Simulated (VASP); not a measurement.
Input of a VASP 6.6.1 run:

File INCAR:

```
PREC = Accurate
ENCUT = 520
EDIFF = 1E-6
ISMEAR = -1
SIGMA = 0.1
LREAL = False
LASPH = True
NELM = 150
ALGO = Normal
ISIF = 2
LWAVE = False
LCHARG = False
ISPIN = 2
MAGMOM = 4 0 0
LORBIT = 11
LMAXMIX = 4
LDAU = True
LDAUTYPE = 1
LDAUL = 2 -1
LDAUU = 6.9 0
LDAUJ = 0.9 0
LDAUPRINT = 1
GGA = PS
NBANDS = 24
```

Contents of KPOINTS:

```
regular mesh
0
Gamma
  12 12 12
```

Contents of POSCAR:

```
MnO2
1.0
    1.4745450467      0.8513286372      4.7319018542
   -1.4745450467      0.8513286372      4.7319018542
    0.0000000000     -1.7026572744      4.7319018542
Mn O
1 2
Direct
    0.0000000000      0.0000000000      0.0000000000
    0.2643640000      0.2643640000      0.2643640000
    0.7356360000      0.7356360000      0.7356360000
```

Potentials or basis: VASP PAW PBE potentials, release 64 (Mn_pv, O).

Launch:

```bash
$ cat potpaw_PBE.64/Mn_pv/POTCAR potpaw_PBE.64/O/POTCAR > POTCAR
$ mpirun -np 1 vasp_std > vasp.out
```

Task: What does it give for the net moment?

Result: 3.00 μB per cell.

Task: Estimate the band gap on the k mesh.

Result: 1.26 eV (least direct gap 1.46 eV).

Task: Estimate the site moments.

Result: Mn +3.42; O -0.21 μB.

Task: What does it give for the pressure?

Result: -8.7 GPa.

Stress tensor (GPa, compression positive):
```
-9.52  0.00  0.00
 0.00 -9.52  0.00
 0.00  0.00 -7.06
```

Caveat: the cell stands under tension; the PAW data sets were made with another functional, which shifts forces and pressure a little; a cell with one magnetic atom can't hold antiferromagnetic order, which such compounds often take. A k mesh can miss the band edges.
